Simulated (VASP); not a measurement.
# Ni (Fm-3m) in VASP: further runs

Ni is run at these levels: PBE; tasks: single point.

Everything below comes from runs of VASP 6.6.1. Logs are shortened: lines on timing, memory, paths and dates and some standing lists are left out, and cuts for length are marked.

## (1) The cell of the first run

The structure is cubic, space group Fm-3m (No. 225). Conventional cell: a = 3.552 Å, b = 3.552 Å, c = 3.552 Å, α = 90.00°, β = 90.00°, γ = 90.00°. Within 3.3 Å of Ni (site symmetry m-3m) lie 12 Ni at 2.51 Å.

## (2) Single point, PBE, collinear spin, antiferromagnetic start

The input, INCAR:

```
SYSTEM = Ni
ALGO = Normal
EDIFF = 1E-6
ENCUT = 520
GGA = PE
ISIF = 2
ISMEAR = -1
ISPIN = 2
LASPH = .TRUE.
LCHARG = .FALSE.
LMAXMIX = 4
LORBIT = 11
LREAL = .FALSE.
LWAVE = .FALSE.
MAGMOM = 2 -2
NBANDS = 21
NELM = 150
PREC = Accurate
SIGMA = 0.1
```

The input, KPOINTS:

```
k-points
0
G
  11 11 11
  0 0 0
```

The input, POSCAR:

```
Ni
1.0
    3.5516000000      1.7758000000      1.7758000000
    1.7758000000      3.5516000000      1.7758000000
    1.7758000000      1.7758000000      3.5516000000
Ni
2
Direct
    0.0000000000      0.0000000000      0.0000000000
    0.5000000000      0.5000000000      0.5000000000
```

Potentials or basis: VASP PAW PBE potentials, release 64 (Ni).

Run with:

```console
cat potpaw_PBE.64/Ni/POTCAR > POTCAR
mpirun -np 1 vasp_std > vasp.out
```

OUTCAR:

```text
SYSTEM = Ni
   EDIFF = 1E-6
   ENCUT = 520
   GGA = PE
   ISIF = 2
   ISMEAR = -1
   ISPIN = 2
   LASPH = .TRUE.
   LORBIT = 11
   LREAL = .FALSE.
   NELM = 150
   PREC = Accurate

 ion  position               nearest neighbor table
   1  0.000  0.000  0.000-   2 2.51   2 2.51   2 2.51   2 2.51   2 2.51   2 2.51
   2  0.500  0.500  0.500-   1 2.51   1 2.51   1 2.51   1 2.51   1 2.51   1 2.51

  LATTYP: Found a trigonal (rhomboedric) cell.
 ALAT       =     4.3498038852
 COS(alpha) =     0.8333333333

  Lattice vectors:

 A1 = (   3.5516000000,   1.7758000000,   1.7758000000)
 A2 = (   1.7758000000,   3.5516000000,   1.7758000000)
 A3 = (   1.7758000000,   1.7758000000,   3.5516000000)

Analysis of symmetry for initial positions (statically):
=====================================================================
 Subroutine PRICEL returns following result:

  LATTYP: Found a face centered cubic cell.
 ALAT       =     3.5516000000

  Lattice vectors:

 A1 = (   0.0000000000,  -1.7758000000,   1.7758000000)
 A2 = (  -1.7758000000,   0.0000000000,   1.7758000000)
 A3 = (  -1.7758000000,  -1.7758000000,   0.0000000000)

   2 primitive cells build up your supercell.

 Routine SETGRP: Setting up the symmetry group for a
 trigonal (rhombohedral) supercell.

 Subroutine GETGRP returns: Found 12 space group operations
 (whereof 12 operations were pure point group operations)
 out of a pool of 12 trial point group operations.

The static configuration has the point symmetry D_3d.

Analysis of symmetry for dynamics (positions and initial velocities):
=====================================================================
 Subroutine PRICEL returns following result:

  LATTYP: Found a face centered cubic cell.
 ALAT       =     3.5516000000

  Lattice vectors:

 A1 = (   0.0000000000,  -1.7758000000,   1.7758000000)
 A2 = (  -1.7758000000,   0.0000000000,   1.7758000000)
 A3 = (  -1.7758000000,  -1.7758000000,   0.0000000000)

   2 primitive cells build up your supercell.

 Routine SETGRP: Setting up the symmetry group for a
 trigonal (rhombohedral) supercell.

 Subroutine GETGRP returns: Found 12 space group operations
 (whereof 12 operations were pure point group operations)
 out of a pool of 12 trial point group operations.

The dynamic configuration has the point symmetry D_3d.

Analysis of structural, dynamic, and magnetic symmetry:
=====================================================================
 Subroutine PRICEL returns following result:

  LATTYP: Found a face centered cubic cell.
 ALAT       =     3.5516000000

  Lattice vectors:

 A1 = (   0.0000000000,  -1.7758000000,   1.7758000000)
 A2 = (  -1.7758000000,   0.0000000000,   1.7758000000)
 A3 = (  -1.7758000000,  -1.7758000000,   0.0000000000)

   2 primitive cells build up your supercell.

 Routine SETGRP: Setting up the symmetry group for a
 trigonal (rhombohedral) supercell.

 Subroutine GETGRP returns: Found 12 space group operations
 (whereof 12 operations were pure point group operations)
 out of a pool of 12 trial point group operations.

The overall configuration has the point symmetry D_3d.

 Subroutine INISYM returns: Found 12 space group operations
 (whereof 12 operations are pure point group operations),
 and found     2 'primitive' translations

----------------------------------------------------------------------------------------

                                     Primitive cell

  volume of cell :      11.1998

  direct lattice vectors                    reciprocal lattice vectors
     0.000000000 -1.775800000  1.775800000     0.281563239 -0.281563239  0.281563239
    -1.775800000  0.000000000  1.775800000    -0.281563239  0.281563239  0.281563239
    -1.775800000 -1.775800000  0.000000000    -0.281563239 -0.281563239 -0.281563239

  length of vectors
     2.511360444  2.511360444  2.511360444     0.487681836  0.487681836  0.487681836

  position of ions in fractional coordinates (direct lattice)
     0.000000000  0.000000000  0.000000000

  ion indices of the primitive-cell ions
   primitive index   ion index
                 1           1

----------------------------------------------------------------------------------------

 KPOINTS: k-points

Automatic generation of k-mesh.
 Grid dimensions read from file:
 generate k-points for:   11   11   11

 Generating k-lattice:

  Cartesian coordinates                     Fractional coordinates (reciprocal lattice)
     0.038394987 -0.012798329 -0.012798329     0.090909091  0.000000000  0.000000000
    -0.012798329  0.038394987 -0.012798329     0.000000000  0.090909091  0.000000000
    -0.012798329 -0.012798329  0.038394987     0.000000000  0.000000000  0.090909091

  Length of vectors
     0.042447255  0.042447255  0.042447255

  Shift w.r.t. Gamma in fractional coordinates (k-lattice)
     0.000000000  0.000000000  0.000000000

 Subroutine IBZKPT returns following result:
 ===========================================

 Found    146 irreducible k-points:

 Following reciprocal coordinates:
            Coordinates               Weight
  0.000000  0.000000  0.000000      1.000000
  0.090909  0.000000  0.000000      6.000000
  0.181818  0.000000  0.000000      6.000000
  0.272727  0.000000  0.000000      6.000000
  0.363636  0.000000  0.000000      6.000000
  0.454545  0.000000  0.000000      6.000000
[... 16 lines left out ...]
 -0.272727  0.181818  0.000000     12.000000
 -0.181818  0.181818  0.000000      6.000000
 [... further k-points ...]
   k-points           NKPTS =    146   k-points in BZ     NKDIM =    146   number of bands    NBANDS=     21
   number of dos      NEDOS =    301   number of ions     NIONS =      2
   total plane-waves  NPLWV =  32768
   dimension x,y,z NGX =    32 NGY =   32 NGZ =   32
   dimension x,y,z NGXF=    64 NGYF=   64 NGZF=   64
   ions per type =               2
   NGX,Y,Z   is equivalent  to a cutoff of  12.23, 12.23, 12.23 a.u.
   NGXF,Y,Z  is equivalent  to a cutoff of  24.46, 24.46, 24.46 a.u.
 SYSTEM =  Ni
   PREC   = accura    normal or accurate (medium, high low for compatibility)
   ISTART =      0    job   : 0-new  1-cont  2-samecut
   ICHARG =      2    charge: 1-file 2-atom 10-const
   ISPIN  =      2    spin polarized calculation?
   LNONCOLLINEAR =      F non collinear calculations
   LSORBIT =      F    spin-orbit coupling
   LASPH  =      T    aspherical Exc in radial PAW
   ENCUT  =  520.0 eV  38.22 Ry    6.18 a.u.   8.09  8.09  8.09*2*pi/ulx,y,z
   NELM   =    150;   NELMIN=  2; NELMDL= -5     # of ELM steps
   EDIFF  = 0.1E-05   stopping-criterion for ELM
   LREAL  =      F    real-space projection
   EDIFFG = 0.1E-04   stopping-criterion for IOM
   NSW    =      0    number of steps for IOM
   IBRION =     -1    ionic relax: 0-MD 1-quasi-New 2-CG
   NFREE  =      0    steps in history (QN), initial steepest desc. (CG)
   ISIF   =      2    stress and relaxation
   ISYM   =      2    0-nonsym 1-usesym 2-fastsym
   POTIM  = 0.5000    time-step for ionic-motion
   TEBEG  =    0.0;   TEEND  =   0.0 temperature during run
   PSTRESS=    0.0 pullay stress
   NELECT =      20.0000    total number of electrons
   NUPDOWN=      -1.0000    fix difference up-down
   EMIN   =  10.00;   EMAX   =-10.00  energy-range for DOS
   EFERMI =   0.00;   METHOD = LEGACY
   ISMEAR =    -1;   SIGMA  =   0.10  broadening in eV -4-tet -1-fermi 0-gaus
   EFERMI_NEDOS =   21; number of points for ismear=-14 and -15
   IALGO  =     38    algorithm
   IMIX   =      4    mixing-type and parameters
     AMIX     =   0.40;   BMIX     =  1.00
     AMIX_MAG =   1.60;   BMIX_MAG =  1.00
  volume/ion in A,a.u.               =      11.20        75.58
  Fermi-wavevector in a.u.,A,eV,Ry     =   1.576416  2.978994 33.811659  2.485087
  Thomas-Fermi vector in A             =   2.677252
   LORBIT       =     11    0 simple, 1 ext, 2 COOP (PROOUT), +10 PAW based schemes
   GGA     = PE    functional components
   LHFCALC =     F    Hartree Fock is set to
   AEXX    =    0.0000 exact exchange contribution
   IVDW    =     0    specifies the selected vdW correction
   LEPSILON=     F    determine dielectric tensor
   LRPA    =     F    only Hartree local field effects (RPA)
 spin polarized calculation
  energy-cutoff  :      520.00
  volume of cell :       22.40
 maximum number of plane-waves:       615
   NGX = 17   NGY = 17   NGZ = 17

 number of electron      20.0000013 magnetization      -0.0000000

 number of electron      20.0000013 magnetization       0.0000000

 Free energy of the ion-electron system (eV)
  ---------------------------------------------------
  ext. energy  EPLUGINS =         0.00000000
  ---------------------------------------------------
  free energy    TOTEN  =       -10.91614599 eV

  energy without entropy =      -10.73021074  energy(sigma->0) =      -10.82317836

 E-fermi :   8.7912     XC(G=0): -13.0849

 val. band max:        8.7864179750   @ k =  -0.3636   0.0909   0.0909
 cond. band min:       8.7920103577   @ k =  -0.3636   0.4545   0.1818
 fundamental gap:      0.0055923827
 Fermi energy:         8.7912323846

 spin component 1

 k-point     1 :       0.0000    0.0000    0.0000
  band No.  band energies     occupation
      1       0.1436      1.00000
      2       4.5227      1.00000
      3       6.9602      1.00000
      4       6.9602      1.00000
      5       7.0014      1.00000
      6       7.0036      1.00000
[... 550 lines left out ...]
      5       6.4913      1.00000
      6       7.0568      1.00000
[... 13 lines left out ...]
     20      36.4045      0.00000
     21      37.6196      0.00000

 [... further k-points ...]

 spin component 2

 k-point     1 :       0.0000    0.0000    0.0000
  band No.  band energies     occupation
      1       0.1436      1.00000
      2       4.5227      1.00000
      3       6.9602      1.00000
      4       6.9602      1.00000
      5       7.0014      1.00000
      6       7.0036      1.00000
[... 550 lines left out ...]
      5       6.4913      1.00000
      6       7.0568      1.00000
[... 13 lines left out ...]
     20      36.4045      0.00000
     21      37.6196      0.00000

 [... further k-points ...]
[... 5 lines left out ...]
  --------------------------------------------------------------------------------------
  -------------------------------------------------------------------------------------
  Total       -0.7923254     -0.7923254     -0.7923254     -0.0106116     -0.0106116     -0.0106116
  in kB      -56.6724551    -56.6724551    -56.6724551     -0.7590156     -0.7590156     -0.7590156
  external PRESSURE =     -56.6724551 kB  Pullay stress =       0.0000000 kB

 VOLUME and BASIS-vectors are now :
 -----------------------------------------------------------------------------
  energy-cutoff  :      520.00
  volume of cell :       22.40
      direct lattice vectors                 reciprocal lattice vectors
     3.551600000  1.775800000  1.775800000     0.422344859 -0.140781620 -0.140781620
     1.775800000  3.551600000  1.775800000    -0.140781620  0.422344859 -0.140781620
     1.775800000  1.775800000  3.551600000    -0.140781620 -0.140781620  0.422344859

 POSITION                                       TOTAL-FORCE (eV/Angst)
 -----------------------------------------------------------------------------------
      0.00000      0.00000      0.00000         0.000000      0.000000     -0.000000
      3.55160      3.55160      3.55160        -0.000000     -0.000000      0.000000
 -----------------------------------------------------------------------------------
    total drift:                               -0.000000      0.000000     -0.000000

  FREE ENERGIE OF THE ION-ELECTRON SYSTEM (eV)
  ---------------------------------------------------
  free  energy   TOTEN  =       -10.9161459874 eV

  energy  without entropy=      -10.7302107355  energy(sigma->0) =      -10.82317836

 total charge

# of ion       s       p       d       tot
------------------------------------------
    1        0.483   0.469   8.310   9.262
    2        0.483   0.469   8.310   9.262
--------------------------------------------------
tot          0.966   0.939  16.619  18.523

 magnetization (x)

# of ion       s       p       d       tot
------------------------------------------
    1       -0.000  -0.000   0.000   0.000
    2        0.000   0.000  -0.000  -0.000
--------------------------------------------------
tot          0.000   0.000   0.000   0.000
```

Wall time 3.3 min (1 thread of Intel Xeon Platinum 8488C (Sapphire Rapids), shared host); peak memory 0.27 GiB.

Results:

| Item | Value |
| --- | --- |
| Free energy | -10.9161 eV |
| Pressure | -5.7 GPa |
| Band gap on the k mesh | zero (filled and empty bands overlap) |
| Net moment | 0.00 μB per cell |
| Valence electrons inside the program's atomic spheres | Ni 9.26 |

Levels at points of the mesh, in eV from the Fermi level:
Spin up:
```
           k point  band 7  band 8  band 9  band 10  band 11  band 12  band 13  band 14
(0.00, 0.00, 0.00)   -1.79   -0.74   -0.74    -0.09    -0.04    -0.04     5.85    22.09
```
Spin down:
```csv
k point,band 7,band 8,band 9,band 10,band 11,band 12,band 13,band 14
"(0.00, 0.00, 0.00)",-1.79,-0.74,-0.74,-0.09,-0.04,-0.04,5.85,22.09
```

Caveat: the cell stands under tension; the moments typed at the start vanished in this run.

## (3) Single point, PBE, collinear spin, ferromagnetic start

The input, INCAR:

```
SYSTEM = Ni
  PREC = Accurate
  ENCUT = 520
  EDIFF = 1E-7
  ISMEAR = -1
  SIGMA = 0.1
  LREAL = .FALSE.
  LASPH = .TRUE.
  NELM = 150
  ALGO = Normal
  ISIF = 2
  LWAVE = .FALSE.
  LCHARG = .FALSE.
  ISPIN = 2
  MAGMOM = 2 2
  LORBIT = 11
  LMAXMIX = 4
  GGA = PE
  NBANDS = 21
```

The input, KPOINTS:

```
regular mesh
0
G
  11 11 11
  0 0 0
```

POSCAR is that of step 2.

Potentials or basis: VASP PAW PBE potentials, release 64 (Ni).

Run with:

```console
cat potpaw_PBE.64/Ni/POTCAR > POTCAR
mpirun -np 1 vasp_std > vasp.out
```

It took 2.5 min on 1 thread of Intel Xeon Platinum 8488C (Sapphire Rapids), shared host; peak memory 0.26 GiB.

It converged, with:

```
Free energy                                           : -10.9878 eV
Pressure                                              : -5.0 GPa
Net moment                                            : 1.21 μB per cell
Site moments                                          : Ni +0.62 μB
Valence electrons inside the program's atomic spheres : Ni 9.26
```

Stress tensor (GPa, compression positive):
```
-4.95  0.07  0.07
 0.07 -4.95  0.07
 0.07  0.07 -4.95
```

Levels at points of the mesh, in eV from the Fermi level:
Spin up:
| k point | band 9 | band 10 | band 11 | band 12 | band 13 | band 14 |
| --- | --- | --- | --- | --- | --- | --- |
| (0.00, 0.00, 0.00) | -1.21 | -0.58 | -0.58 | -0.22 | 5.49 | 22.00 |
Spin down:
| k point | band 7 | band 8 | band 9 | band 10 | band 11 | band 12 | band 13 | band 14 |
| --- | --- | --- | --- | --- | --- | --- | --- | --- |
| (0.00, 0.00, 0.00) | -1.61 | -0.63 | -0.63 | -0.29 | 0.15 | 0.15 | 5.89 | 21.85 |

Caveat: the cell stands under tension.

[end of part 1 of 2]
